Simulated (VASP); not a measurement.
# InPd (Pm-3m) in VASP: further runs, part 2 of 2

VASP 6.6.1. Earlier steps stand in the parts before.

### 3 Vibrations by perturbation theory, PBEsol

INCAR

```
SYSTEM = InPd
PREC = Accurate
ENCUT = 520
EDIFF = 1E-8
ISMEAR = -1
SIGMA = 0.05
LREAL = .False.
LASPH = .True.
NELM = 60
ALGO = Normal
ISIF = 2
LWAVE = .False.
LCHARG = .False.
GGA = PS
NBANDS = 18
IBRION = 8
NSW = 1
```

KPOINTS

```
Automatic mesh
0
Gamma
  8 8 8
  0 0 0
```

POSCAR

```
InPd
1.0
    3.2718847800      0.0000000000      0.0000000000
    0.0000000000      3.2718847800      0.0000000000
    0.0000000000      0.0000000000      3.2718847800
In Pd
1 1
Direct
    0.0000000000      0.0000000000      0.0000000000
    0.5000000000      0.5000000000      0.5000000000
```

Potentials or basis: VASP PAW PBE potentials, release 64 (In_d, Pd).

Started as:

```bash
cat potpaw_PBE.64/In_d/POTCAR potpaw_PBE.64/Pd/POTCAR > POTCAR
mpirun -np 1 vasp_std > vasp.out
```

OUTCAR:

```text
SYSTEM = InPd
   PREC = Accurate
   ENCUT = 520
   EDIFF = 1E-8
   ISMEAR = -1
   LREAL = .False.
   LASPH = .True.
   NELM = 60
   ISIF = 2
   GGA = PS
   IBRION = 8
   NSW = 1

 ion  position               nearest neighbor table
   1  0.000  0.000  0.000-   2 2.83   2 2.83   2 2.83   2 2.83   2 2.83   2 2.83   2 2.83   2 2.83

   2  0.500  0.500  0.500-   1 2.83   1 2.83   1 2.83   1 2.83   1 2.83   1 2.83   1 2.83   1 2.83

  LATTYP: Found a simple cubic cell.
 ALAT       =     3.2718847800

  Lattice vectors:

 A1 = (   3.2718847800,   0.0000000000,   0.0000000000)
 A2 = (   0.0000000000,   3.2718847800,   0.0000000000)
 A3 = (   0.0000000000,   0.0000000000,   3.2718847800)

Analysis of symmetry for initial positions (statically):
=====================================================================
 Subroutine PRICEL returns:
 Original cell was already a primitive cell.

 Routine SETGRP: Setting up the symmetry group for a
 simple cubic supercell.

[... 732 lines left out ...]
 -----------------------------------------------------------------------------
     0.00640  0.00000  0.00000
     0.00000  0.00474  0.00000
     0.00000  0.00000  0.00474

 INTERNAL STRAIN TENSOR FOR ION    2 for displacements in x,y,z  (eV/Angst):
          X           Y           Z          XY          YZ          ZX
  --------------------------------------------------------------------------------
  x     0.00000     0.00000     0.00000     0.00000     0.00000     0.00000
  y     0.00000     0.00000     0.00000     0.00000     0.00000     0.00000
  z     0.00000     0.00000     0.00000     0.00000     0.00000     0.00000

 SECOND DERIVATIVES (NOT SYMMETRIZED)
 ------------------------------------
               1X          1Y          1Z          2X          2Y          2Z
  1X    -3.767735    0.000000   -0.000000    3.767735   -0.000000    0.000000
  1Y     0.000000   -3.767735   -0.000000   -0.000000    3.767735    0.000000
  1Z    -0.000000    0.000000   -3.767735    0.000000   -0.000000    3.767735
  2X     3.784370    0.000000    0.000000   -3.784370   -0.000000   -0.000000
  2Y     0.000000    3.784370    0.000000   -0.000000   -3.784370   -0.000000
  2Z     0.000000    0.000000    3.784370   -0.000000   -0.000000   -3.784370

 Eigenvectors and eigenvalues of the dynamical matrix
 ----------------------------------------------------

   1 f  =    4.087894 THz    25.684993 2PiTHz  136.357455 cm-1    16.906162 meV
             X         Y         Z           dx          dy          dz
      0.000000  0.000000  0.000000     0.317763   -0.615583    0.000000
      1.635942  1.635942  1.635942    -0.330794    0.640827    0.000000
[... 21 lines left out ...]
   6 f/i=    0.004498 THz     0.028264 2PiTHz    0.150051 cm-1     0.018604 meV
             X         Y         Z           dx          dy          dz
      0.000000  0.000000  0.000000    -0.179764   -0.698404   -0.000000
      1.635942  1.635942  1.635942    -0.172682   -0.670893    0.000000

--------------------------------------------------------------------------------------------------------

 ELASTIC MODULI CONTR FROM IONIC RELAXATION (kBar)
 Direction    XX          YY          ZZ          XY          YZ          ZX
 --------------------------------------------------------------------------------
 XX           0.0000      0.0000      0.0000      0.0000      0.0000      0.0000
 YY           0.0000      0.0000      0.0000      0.0000      0.0000      0.0000
 ZZ           0.0000      0.0000      0.0000      0.0000      0.0000      0.0000
 XY           0.0000      0.0000      0.0000      0.0000      0.0000      0.0000
 YZ           0.0000      0.0000      0.0000      0.0000      0.0000      0.0000
 ZX           0.0000      0.0000      0.0000      0.0000      0.0000      0.0000
 --------------------------------------------------------------------------------
```

stdout:

```text
POSCAR found type information on POSCAR InPd
 POSCAR found :  2 types and       2 ions
 scaLAPACK will be used
 -----------------------------------------------------------------------------
|                                                                             |
|                                                                             |
|     You enforced a specific xc type in the INCAR file but a different       |
|     I HOPE YOU KNOW WHAT YOU ARE DOING!                                     |
|                                                                             |
 -----------------------------------------------------------------------------

 LDA part: xc-table for (Slater+PW92), standard interpolation
 POSCAR, INCAR and KPOINTS ok, starting setup
 FFT: planning ... GRIDC
 FFT: planning ... GRID_SOFT
 FFT: planning ... GRID
 WAVECAR not read
 entering main loop
 Linear response reoptimize wavefunctions to high precision
 Linear response DOF=           2
 Linear response progress:
 first order change of Fermi-energy  -0.12692E-03
 force on displaced ion       1 direction 1 :  -3.768   0.000   0.000
 Linear response progress:
 first order change of Fermi-energy   0.10854E-02
 force on displaced ion       2 direction 1 :  -3.784   0.000   0.000
 Linear response finished
```

Wall time 99 s (1 thread of Intel Xeon Platinum 8488C (Sapphire Rapids), shared host); peak memory 0.24 GiB.

What came out:

| Property | Result |
| --- | --- |
| Highest phonon frequency at Γ, LO-TO splitting left out | 136 cm⁻¹ |

Phonon frequencies in cm⁻¹ (negative: imaginary):
| q point | frequencies |
| --- | --- |
| (0.000, 0.000, 0.000) | 0 0 0 136 136 136 |

Caveat: the cell wasn't relaxed at this level first, which shifts response properties; spin-orbit coupling is left out, which moves the levels of the heavy elements.

### 4 Vibrations by perturbation theory, PBEsol

INCAR

```
SYSTEM = InPd
  PREC = Accurate
  ENCUT = 520
  EDIFF = 1E-8
  ISMEAR = -1
  SIGMA = 0.05
  LREAL = .FALSE.
  LASPH = .TRUE.
  NELM = 100
  ALGO = Normal
  ISIF = 2
  LWAVE = .FALSE.
  LCHARG = .TRUE.
  GGA = PS
  IBRION = 8
  NSW = 1
```

KPOINTS

```
regular mesh
0
G
  6 6 6
  0 0 0
```

POSCAR is that of step 3.

Potentials or basis: VASP PAW PBE potentials, release 64 (In_d, Pd).

Started as:

```bash
cat potpaw_PBE.64/In_d/POTCAR potpaw_PBE.64/Pd/POTCAR > POTCAR
mpirun -np 1 vasp_std > vasp.out
```

OUTCAR:

```text
SYSTEM = InPd
   PREC = Accurate
   ENCUT = 520
   EDIFF = 1E-8
   ISMEAR = -1
   LREAL = .FALSE.
   LASPH = .TRUE.
   NELM = 100
   ISIF = 2
   GGA = PS
   IBRION = 8
   NSW = 1

 ion  position               nearest neighbor table
   1  0.000  0.000  0.000-   2 2.83   2 2.83   2 2.83   2 2.83   2 2.83   2 2.83   2 2.83   2 2.83

   2  0.500  0.500  0.500-   1 2.83   1 2.83   1 2.83   1 2.83   1 2.83   1 2.83   1 2.83   1 2.83

  LATTYP: Found a simple cubic cell.
 ALAT       =     3.2718847800

  Lattice vectors:

 A1 = (   3.2718847800,   0.0000000000,   0.0000000000)
 A2 = (   0.0000000000,   3.2718847800,   0.0000000000)
 A3 = (   0.0000000000,   0.0000000000,   3.2718847800)

Analysis of symmetry for initial positions (statically):
=====================================================================
 Subroutine PRICEL returns:
 Original cell was already a primitive cell.

 Routine SETGRP: Setting up the symmetry group for a
 simple cubic supercell.

[... 581 lines left out ...]
 -----------------------------------------------------------------------------
     0.00520  0.00000 -0.00000
     0.00000  0.00467  0.00000
    -0.00000  0.00000  0.00467

 INTERNAL STRAIN TENSOR FOR ION    2 for displacements in x,y,z  (eV/Angst):
          X           Y           Z          XY          YZ          ZX
  --------------------------------------------------------------------------------
  x     0.00000     0.00000     0.00000     0.00000     0.00000     0.00000
  y     0.00000     0.00000     0.00000     0.00000     0.00000     0.00000
  z     0.00000     0.00000     0.00000     0.00000     0.00000     0.00000

 SECOND DERIVATIVES (NOT SYMMETRIZED)
 ------------------------------------
               1X          1Y          1Z          2X          2Y          2Z
  1X    -3.811554   -0.000000    0.000000    3.811554    0.000000   -0.000000
  1Y     0.000000   -3.811554    0.000000   -0.000000    3.811554   -0.000000
  1Z    -0.000000    0.000000   -3.811554    0.000000   -0.000000    3.811554
  2X     3.828935   -0.000000    0.000000   -3.828935    0.000000    0.000000
  2Y     0.000000    3.828935    0.000000    0.000000   -3.828935   -0.000000
  2Z    -0.000000   -0.000000    3.828935    0.000000    0.000000   -3.828935

 Eigenvectors and eigenvalues of the dynamical matrix
 ----------------------------------------------------

   1 f  =    4.111751 THz    25.834892 2PiTHz  137.153242 cm-1    17.004827 meV
             X         Y         Z           dx          dy          dz
      0.000000  0.000000  0.000000     0.000000    0.692734    0.000000
      1.635942  1.635942  1.635942     0.000000   -0.721193    0.000000
[... 21 lines left out ...]
   6 f/i=    0.004673 THz     0.029361 2PiTHz    0.155875 cm-1     0.019326 meV
             X         Y         Z           dx          dy          dz
      0.000000  0.000000  0.000000    -0.000000   -0.000000    0.721193
      1.635942  1.635942  1.635942     0.000000    0.000000    0.692734

--------------------------------------------------------------------------------------------------------

 ELASTIC MODULI CONTR FROM IONIC RELAXATION (kBar)
 Direction    XX          YY          ZZ          XY          YZ          ZX
 --------------------------------------------------------------------------------
 XX           0.0000      0.0000      0.0000      0.0000      0.0000      0.0000
 YY           0.0000      0.0000      0.0000      0.0000      0.0000      0.0000
 ZZ           0.0000      0.0000      0.0000      0.0000      0.0000      0.0000
 XY           0.0000      0.0000      0.0000      0.0000      0.0000      0.0000
 YZ           0.0000      0.0000      0.0000      0.0000      0.0000      0.0000
 ZX           0.0000      0.0000      0.0000      0.0000      0.0000      0.0000
 --------------------------------------------------------------------------------
```

Wall time 35 s (1 thread of Intel Xeon 6975P-C, shared host); peak memory 0.19 GiB.

Results:

| Property | Result |
| --- | --- |
| Highest phonon frequency at Γ, LO-TO splitting left out | 137 cm⁻¹ |

Phonon frequencies in cm⁻¹ (negative: imaginary):
```tsv
q point	frequencies
(0.000, 0.000, 0.000)	0 0 0 137 137 137
```

Caveat: the cell wasn't relaxed at this level first, which shifts response properties; spin-orbit coupling is left out, which moves the levels of the heavy elements.
